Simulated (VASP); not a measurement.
# LiCl (I4/mmm) in VASP: further runs

LiCl is run at these levels: PBEsol; tasks: single point.

Everything below comes from runs of VASP 6.6.1. Logs are shortened: lines on timing, memory, paths and dates and some standing lists are left out, and cuts for length are marked.

**1. The cell of the first run**

It takes space group I4/mmm (No. 139, tetragonal). The conventional cell has a = 3.754 Å, b = 3.754 Å, c = 5.130 Å, α = 90.00°, β = 90.00°, γ = 90.00°. Within 3.4 Å of Li (site symmetry 4/mmm) lie 6 Cl at 2.56 to 2.65 Å. Within 3.4 Å of Cl (site symmetry 4/mmm) lie 6 Li at 2.56 to 2.65 Å.

**2. Single point, PBEsol (strain +0.0350 x Voigt [1, 1, 0, 0, 0, 0])**

Contents of INCAR:

```
PREC = Accurate
ENCUT = 520
EDIFF = 1E-6
ISMEAR = 0
SIGMA = 0.05
LREAL = F
LASPH = T
NELM = 60
ALGO = Normal
ISIF = 2
LWAVE = F
LCHARG = F
GGA = PS
NBANDS = 12
```

Contents of KPOINTS:

```
Automatic mesh
0
Gamma
  8 8 8
```

Contents of POSCAR:

```
LiCl
1.0
    0.0000000000      2.6545266000      2.5647600000
    2.6545266000      0.0000000000      2.5647600000
    2.6545266000      2.6545266000      0.0000000000
Li Cl
1 1
Direct
    0.0000000000      0.0000000000      0.0000000000
    0.5000000000      0.5000000000      0.5000000000
```

Potentials or basis: VASP PAW PBE potentials, release 64 (Li_sv, Cl).

On the command line:

```bash
$ cat potpaw_PBE.64/Li_sv/POTCAR potpaw_PBE.64/Cl/POTCAR > POTCAR
$ mpirun -np 1 vasp_std > vasp.out
```

OUTCAR:

```text
PREC = Accurate
   ENCUT = 520
   EDIFF = 1E-6
   ISMEAR = 0
   LREAL = F
   LASPH = T
   NELM = 60
   ISIF = 2
   GGA = PS

 ion  position               nearest neighbor table
   1  0.000  0.000  0.000-   2 2.56   2 2.56
   2  0.500  0.500  0.500-   1 2.56   1 2.56

  LATTYP: Found a body centered tetragonal cell.
 ALAT       =     3.7540675194
 C/A-ratio  =     1.3663899153

  Lattice vectors:

 A1 = (   0.0000000000,  -2.6545266000,  -2.5647600000)
 A2 = (   0.0000000000,   2.6545266000,  -2.5647600000)
 A3 = (   2.6545266000,   0.0000000000,   2.5647600000)

Analysis of symmetry for initial positions (statically):
=====================================================================
 Subroutine PRICEL returns:
 Original cell was already a primitive cell.

 Routine SETGRP: Setting up the symmetry group for a
 body centered tetragonal supercell.

 Subroutine GETGRP returns: Found 16 space group operations
 (whereof 16 operations were pure point group operations)
 out of a pool of 16 trial point group operations.

The static configuration has the point symmetry D_4h.

Analysis of symmetry for dynamics (positions and initial velocities):
=====================================================================
 Subroutine PRICEL returns:
 Original cell was already a primitive cell.

 Routine SETGRP: Setting up the symmetry group for a
 body centered tetragonal supercell.

 Subroutine GETGRP returns: Found 16 space group operations
 (whereof 16 operations were pure point group operations)
 out of a pool of 16 trial point group operations.

The dynamic configuration has the point symmetry D_4h.

 Subroutine INISYM returns: Found 16 space group operations
 (whereof 16 operations are pure point group operations),
 and found     1 'primitive' translations

----------------------------------------------------------------------------------------

                                     Primitive cell

  volume of cell :      36.1452

  direct lattice vectors                    reciprocal lattice vectors
     0.000000000  2.654526600  2.564760000    -0.188357502  0.188357502  0.194950015
     2.654526600  0.000000000  2.564760000     0.188357502 -0.188357502  0.194950015
     2.654526600  2.654526600  0.000000000     0.188357502  0.188357502 -0.194950015

  length of vectors
     3.691138758  3.691138758  3.754067519     0.330094843  0.330094843  0.330094843

  position of ions in fractional coordinates (direct lattice)
     0.000000000  0.000000000  0.000000000
     0.500000000  0.500000000  0.500000000

  ion indices of the primitive-cell ions
   primitive index   ion index
                 1           1
                 2           2

----------------------------------------------------------------------------------------

 KPOINTS: Automatic mesh

Automatic generation of k-mesh.
 Grid dimensions read from file:
 generate k-points for:    8    8    8

 Generating k-lattice:

  Cartesian coordinates                     Fractional coordinates (reciprocal lattice)
    -0.023544688  0.023544688  0.024368752     0.125000000  0.000000000  0.000000000
     0.023544688 -0.023544688  0.024368752     0.000000000  0.125000000  0.000000000
     0.023544688  0.023544688 -0.024368752     0.000000000  0.000000000  0.125000000

  Length of vectors
     0.041261855  0.041261855  0.041261855

  Shift w.r.t. Gamma in fractional coordinates (k-lattice)
     0.000000000  0.000000000  0.000000000

 Subroutine IBZKPT returns following result:
 ===========================================

 Found     59 irreducible k-points:

 Following reciprocal coordinates:
            Coordinates               Weight
  0.000000  0.000000  0.000000      1.000000
  0.125000  0.000000  0.000000      8.000000
  0.250000  0.000000  0.000000      8.000000
  0.375000  0.000000  0.000000      8.000000
  0.500000  0.000000  0.000000      4.000000
  0.125000  0.125000  0.000000      2.000000
[... 16 lines left out ...]
  0.250000  0.000000  0.125000     16.000000
  0.375000  0.000000  0.125000     16.000000
 [... further k-points ...]
   k-points           NKPTS =     59   k-points in BZ     NKDIM =     59   number of bands    NBANDS=     12
   number of dos      NEDOS =    301   number of ions     NIONS =      2
   total plane-waves  NPLWV =  21952
   dimension x,y,z NGX =    28 NGY =   28 NGZ =   28
   dimension x,y,z NGXF=    56 NGYF=   56 NGZF=   56
   ions per type =               1   1
   NGX,Y,Z   is equivalent  to a cutoff of  12.61, 12.61, 12.40 a.u.
   NGXF,Y,Z  is equivalent  to a cutoff of  25.22, 25.22, 24.80 a.u.
 SYSTEM =  unknown system
   PREC   = accura    normal or accurate (medium, high low for compatibility)
   ISTART =      0    job   : 0-new  1-cont  2-samecut
   ICHARG =      2    charge: 1-file 2-atom 10-const
   ISPIN  =      1    spin polarized calculation?
   LNONCOLLINEAR =      F non collinear calculations
   LSORBIT =      F    spin-orbit coupling
   LASPH  =      T    aspherical Exc in radial PAW
   ENCUT  =  520.0 eV  38.22 Ry    6.18 a.u.   6.86  6.86  6.98*2*pi/ulx,y,z
   NELM   =     60;   NELMIN=  2; NELMDL= -5     # of ELM steps
   EDIFF  = 0.1E-05   stopping-criterion for ELM
   LREAL  =      F    real-space projection
[... 7 lines left out ...]
   TEBEG  =    0.0;   TEEND  =   0.0 temperature during run
   PSTRESS=    0.0 pullay stress
   NELECT =      10.0000    total number of electrons
   NUPDOWN=      -1.0000    fix difference up-down
   EMIN   =  10.00;   EMAX   =-10.00  energy-range for DOS
   EFERMI =   0.00;   METHOD = LEGACY
   ISMEAR =     0;   SIGMA  =   0.05  broadening in eV -4-tet -1-fermi 0-gaus
   EFERMI_NEDOS =   21; number of points for ismear=-14 and -15
   IALGO  =     38    algorithm
   IMIX   =      4    mixing-type and parameters
     AMIX     =   0.40;   BMIX     =  1.00
     AMIX_MAG =   1.60;   BMIX_MAG =  1.00
  volume/ion in A,a.u.               =      18.07       121.96
  Fermi-wavevector in a.u.,A,eV,Ry     =   1.066738  2.015843 15.482484  1.137930
  Thomas-Fermi vector in A             =   2.202332
   LORBIT       =      0    0 simple, 1 ext, 2 COOP (PROOUT), +10 PAW based schemes
   GGA     = PS    functional components
   LHFCALC =     F    Hartree Fock is set to
   AEXX    =    0.0000 exact exchange contribution
   IVDW    =     0    specifies the selected vdW correction
   LEPSILON=     F    determine dielectric tensor
   LRPA    =     F    only Hartree local field effects (RPA)
 non-spin polarized calculation
 Gauss-broadening in eV      SIGMA  =   0.05
  energy-cutoff  :      520.00
  volume of cell :       36.15
 maximum number of plane-waves:       990
   NGX = 13   NGY = 13   NGZ = 13

 number of electron      10.0000003 magnetization

 Free energy of the ion-electron system (eV)
  ---------------------------------------------------
  ext. energy  EPLUGINS =         0.00000000
  ---------------------------------------------------
  free energy    TOTEN  =        -7.60048361 eV

  energy without entropy =       -7.60048361  energy(sigma->0) =       -7.60048361

 E-fermi :   0.3926     XC(G=0):  -8.6120

 val. band max:        0.0699410280   @ k =   0.0000   0.0000   0.0000
 cond. band min:       5.8100668953   @ k =   0.0000   0.0000   0.0000
 fundamental gap:      5.7401258673
 Fermi energy:         0.3925997001

 k-point     1 :       0.0000    0.0000    0.0000
  band No.  band energies     occupation
      1     -42.9014      2.00000
      2     -13.1237      2.00000
      3      -0.0281      2.00000
      4       0.0699      2.00000
      5       0.0699      2.00000
      6       5.8101      0.00000
      7      11.6990      0.00000
      8      11.6990      0.00000
      9      11.9825      0.00000
     10      13.8488      0.00000
     11      13.8488      0.00000
     12      14.1785      0.00000

 k-point     2 :       0.1250    0.0000    0.0000
  band No.  band energies     occupation
      1     -42.9011      2.00000
      2     -13.0576      2.00000
      3      -0.4606      2.00000
      4      -0.0164      2.00000
      5       0.0221      2.00000
      6       6.2744      0.00000
      7      10.9394      0.00000
      8      11.4891      0.00000
      9      11.8121      0.00000
     10      12.7868      0.00000
     11      12.9761      0.00000
     12      14.5181      0.00000

 k-point     3 :       0.2500    0.0000    0.0000
  band No.  band energies     occupation
      1     -42.9004      2.00000
      2     -12.8901      2.00000
      3      -1.4336      2.00000
      4      -0.0878      2.00000
      5      -0.0802      2.00000
      6       6.8182      0.00000
      7      10.3681      0.00000
      8      10.5272      0.00000
      9      10.7625      0.00000
     10      13.7234      0.00000
     11      13.7243      0.00000
     12      15.0356      0.00000
[... 286 lines left out ...]
 k-point    23 :       0.2500    0.0000    0.1250
  band No.  band energies     occupation
      1     -42.9005      2.00000
      2     -12.9021      2.00000
      3      -1.1575      2.00000
      4      -0.2902      2.00000
      5      -0.1977      2.00000
      6       7.2153      0.00000
      7      10.0739      0.00000
      8      10.1209      0.00000
      9      11.5104      0.00000
     10      12.5480      0.00000
     11      14.6567      0.00000
     12      15.7228      0.00000

 k-point    24 :       0.3750    0.0000    0.1250
  band No.  band energies     occupation
      1     -42.8998      2.00000
      2     -12.7226      2.00000
      3      -1.9846      2.00000
      4      -0.3984      2.00000
      5      -0.3328      2.00000
      6       7.3385      0.00000
      7       9.3842      0.00000
      8      10.4982      0.00000
      9      10.7354      0.00000
     10      13.8603      0.00000
     11      15.9749      0.00000
     12      16.4382      0.00000

 [... further k-points ...]

------------------------ aborting loop because EDIFF is reached ----------------------------------------

  FORCE on cell =-STRESS in cart. coord.  units (eV):
  Direction    XX          YY          ZZ          XY          YZ          ZX
  --------------------------------------------------------------------------------------
  -------------------------------------------------------------------------------------
  Total       -0.7294802     -0.7294802     -0.5660902      0.0000000     -0.0000000      0.0000000
  in kB      -32.3350270    -32.3350270    -25.0925792      0.0000000     -0.0000000      0.0000000
  external PRESSURE =     -29.9208777 kB  Pullay stress =       0.0000000 kB

 VOLUME and BASIS-vectors are now :
 -----------------------------------------------------------------------------
  energy-cutoff  :      520.00
  volume of cell :       36.15
      direct lattice vectors                 reciprocal lattice vectors
     0.000000000  2.654526600  2.564760000    -0.188357502  0.188357502  0.194950015
     2.654526600  0.000000000  2.564760000     0.188357502 -0.188357502  0.194950015
     2.654526600  2.654526600  0.000000000     0.188357502  0.188357502 -0.194950015

 POSITION                                       TOTAL-FORCE (eV/Angst)
 -----------------------------------------------------------------------------------
      0.00000      0.00000      0.00000         0.000000     -0.000000      0.000000
      2.65453      2.65453      2.56476        -0.000000      0.000000     -0.000000
 -----------------------------------------------------------------------------------
    total drift:                                0.000000      0.000000      0.000000

  FREE ENERGIE OF THE ION-ELECTRON SYSTEM (eV)
  ---------------------------------------------------
  free  energy   TOTEN  =        -7.6004836061 eV

  energy  without entropy=       -7.6004836061  energy(sigma->0) =       -7.60048361
```

Run time: 43 s. Hardware: 1 thread of Intel Xeon 8259CL, shared host; peak memory 0.16 GiB.

Results:

* Free energy: -7.6005 eV
* Band gap on the k mesh: 5.74 eV

Caveat: the cell differs from its parent crystal (strain +0.0350 x Voigt [1, 1, 0, 0, 0, 0]); the cutoff is under 1.25 times the usual one of these potentials, so pressure, stress and relaxed cells hold a basis-set (Pulay) error; the PAW data sets were made with another functional, which shifts forces and pressure a little. A k mesh can miss the band edges.

**3. Single point, PBEsol (strain +0.0400 x Voigt [1, 1, 0, 0, 0, 0])**

Contents of INCAR:

```
SYSTEM = LiCl
PREC = Accurate ; ENCUT = 520
EDIFF = 1E-6 ; ISMEAR = 0
SIGMA = 0.05 ; LREAL = .FALSE.
LASPH = .TRUE. ; NELM = 60
ALGO = Normal ; ISIF = 2
LWAVE = .FALSE. ; LCHARG = .FALSE.
GGA = PS ; NBANDS = 12
```

Contents of KPOINTS:

```
regular mesh
0
G
  8 8 8
  0 0 0
```

Contents of POSCAR:

```
LiCl
1.0
    0.0000000000      2.6673504000      2.5647600000
    2.6673504000      0.0000000000      2.5647600000
    2.6673504000      2.6673504000      0.0000000000
Li Cl
1 1
Direct
    0.0000000000      0.0000000000      0.0000000000
    0.5000000000      0.5000000000      0.5000000000
```

Potentials or basis: VASP PAW PBE potentials, release 64 (Li_sv, Cl).

On the command line:

```bash
$ cat potpaw_PBE.64/Li_sv/POTCAR potpaw_PBE.64/Cl/POTCAR > POTCAR
$ mpirun -np 1 vasp_std > vasp.out
```

OUTCAR:

```text
SYSTEM = LiCl
   PREC = Accurate
   ENCUT = 520
   EDIFF = 1E-6
   ISMEAR = 0
   LREAL = .FALSE.
   LASPH = .TRUE.
   NELM = 60
   ISIF = 2
   GGA = PS

 ion  position               nearest neighbor table
   1  0.000  0.000  0.000-   2 2.56   2 2.56
   2  0.500  0.500  0.500-   1 2.56   1 2.56

  LATTYP: Found a body centered tetragonal cell.
 ALAT       =     3.7722031113
 C/A-ratio  =     1.3598207331

  Lattice vectors:

 A1 = (   0.0000000000,  -2.6673504000,  -2.5647600000)
 A2 = (   0.0000000000,   2.6673504000,  -2.5647600000)
 A3 = (   2.6673504000,   0.0000000000,   2.5647600000)

Analysis of symmetry for initial positions (statically):
=====================================================================
 Subroutine PRICEL returns:
 Original cell was already a primitive cell.

 Routine SETGRP: Setting up the symmetry group for a
 body centered tetragonal supercell.

 Subroutine GETGRP returns: Found 16 space group operations
 (whereof 16 operations were pure point group operations)
 out of a pool of 16 trial point group operations.

The static configuration has the point symmetry D_4h.

Analysis of symmetry for dynamics (positions and initial velocities):
=====================================================================
 Subroutine PRICEL returns:
 Original cell was already a primitive cell.

 Routine SETGRP: Setting up the symmetry group for a
 body centered tetragonal supercell.

 Subroutine GETGRP returns: Found 16 space group operations
 (whereof 16 operations were pure point group operations)
 out of a pool of 16 trial point group operations.

The dynamic configuration has the point symmetry D_4h.

 Subroutine INISYM returns: Found 16 space group operations
 (whereof 16 operations are pure point group operations),
 and found     1 'primitive' translations

----------------------------------------------------------------------------------------

[... 119 lines left out ...]
   AEXX    =    0.0000 exact exchange contribution
   IVDW    =     0    specifies the selected vdW correction
   LEPSILON=     F    determine dielectric tensor
   LRPA    =     F    only Hartree local field effects (RPA)
 non-spin polarized calculation
 Gauss-broadening in eV      SIGMA  =   0.05
  energy-cutoff  :      520.00
  volume of cell :       36.50
 maximum number of plane-waves:       998
   NGX = 13   NGY = 13   NGZ = 13

 number of electron      10.0000000 magnetization

 Free energy of the ion-electron system (eV)
  ---------------------------------------------------
  ext. energy  EPLUGINS =         0.00000000
  ---------------------------------------------------
  free energy    TOTEN  =        -7.59340917 eV

  energy without entropy =       -7.59340917  energy(sigma->0) =       -7.59340917

 E-fermi :   0.2921     XC(G=0):  -8.5705

 val. band max:        0.0078264967   @ k =   0.0000   0.0000   0.0000
 cond. band min:       5.6963201711   @ k =   0.0000   0.0000   0.0000
 fundamental gap:      5.6884936744
 Fermi energy:         0.2920909423

 k-point     1 :       0.0000    0.0000    0.0000
  band No.  band energies     occupation
      1     -42.9863      2.00000
      2     -13.1599      2.00000
      3      -0.1042      2.00000
      4       0.0078      2.00000
      5       0.0078      2.00000
      6       5.6963      0.00000
      7      11.6126      0.00000
      8      11.6126      0.00000
      9      11.9334      0.00000
     10      13.7017      0.00000
     11      13.7017      0.00000
     12      14.0514      0.00000
[... 331 lines left out ...]
 k-point    24 :       0.3750   -0.0000    0.1250
  band No.  band energies     occupation
      1     -42.9848      2.00000
      2     -12.7686      2.00000
      3      -2.0219      2.00000
      4      -0.4601      2.00000
      5      -0.3902      2.00000
      6       7.2444      0.00000
      7       9.3001      0.00000
      8      10.3947      0.00000
      9      10.6606      0.00000
     10      13.7608      0.00000
     11      15.8615      0.00000
     12      16.3059      0.00000

 [... further k-points ...]

------------------------ aborting loop because EDIFF is reached ----------------------------------------

  FORCE on cell =-STRESS in cart. coord.  units (eV):
  Direction    XX          YY          ZZ          XY          YZ          ZX
  --------------------------------------------------------------------------------------
  -------------------------------------------------------------------------------------
  Total       -0.7810503     -0.7810503     -0.6065889      0.0000000      0.0000000     -0.0000000
  in kB      -34.2888360    -34.2888360    -26.6298171      0.0000000      0.0000000     -0.0000000
  external PRESSURE =     -31.7358297 kB  Pullay stress =       0.0000000 kB

 VOLUME and BASIS-vectors are now :
 -----------------------------------------------------------------------------
  energy-cutoff  :      520.00
  volume of cell :       36.50
      direct lattice vectors                 reciprocal lattice vectors
     0.000000000  2.667350400  2.564760000    -0.187451937  0.187451937  0.194950015
     2.667350400  0.000000000  2.564760000     0.187451937 -0.187451937  0.194950015
     2.667350400  2.667350400  0.000000000     0.187451937  0.187451937 -0.194950015

 POSITION                                       TOTAL-FORCE (eV/Angst)
 -----------------------------------------------------------------------------------
      0.00000      0.00000      0.00000         0.000000     -0.000000      0.000000
      2.66735      2.66735      2.56476        -0.000000      0.000000      0.000000
 -----------------------------------------------------------------------------------
    total drift:                                0.000000      0.000000      0.000000

  FREE ENERGIE OF THE ION-ELECTRON SYSTEM (eV)
  ---------------------------------------------------
  free  energy   TOTEN  =        -7.5934091744 eV

  energy  without entropy=       -7.5934091744  energy(sigma->0) =       -7.59340917
```

It took 35 s on 1 thread of Intel Xeon 8259CL, shared host; peak memory 0.16 GiB.

What came out:

```
Free energy            : -7.5934 eV
Band gap on the k mesh : 5.69 eV
```

Levels at points of the mesh, in eV from the valence-band top:
| k point | band 2 | band 3 | band 4 | band 5 | band 6 | band 7 | band 8 | band 9 |
| --- | --- | --- | --- | --- | --- | --- | --- | --- |
| (0.00, 0.00, 0.00) | -13.17 | -0.11 | 0.00 | 0.00 | 5.69 | 11.60 | 11.60 | 11.93 |
| (0.50, 0.00, 0.00) | -12.69 | -2.60 | -0.31 | -0.22 | 6.44 | 9.17 | 9.48 | 12.02 |
| (0.50, 0.50, 0.00) | -12.45 | -2.65 | -1.09 | -1.09 | 7.54 | 8.04 | 11.95 | 13.20 |
| (0.50, 0.00, 0.50) | -12.50 | -2.65 | -1.11 | -0.86 | 7.59 | 8.23 | 11.43 | 13.12 |

Caveat: the cell differs from its parent crystal (strain +0.0400 x Voigt [1, 1, 0, 0, 0, 0]); the cutoff is under 1.25 times the usual one of these potentials, so pressure, stress and relaxed cells hold a basis-set (Pulay) error; the PAW data sets were made with another functional, which shifts forces and pressure a little.
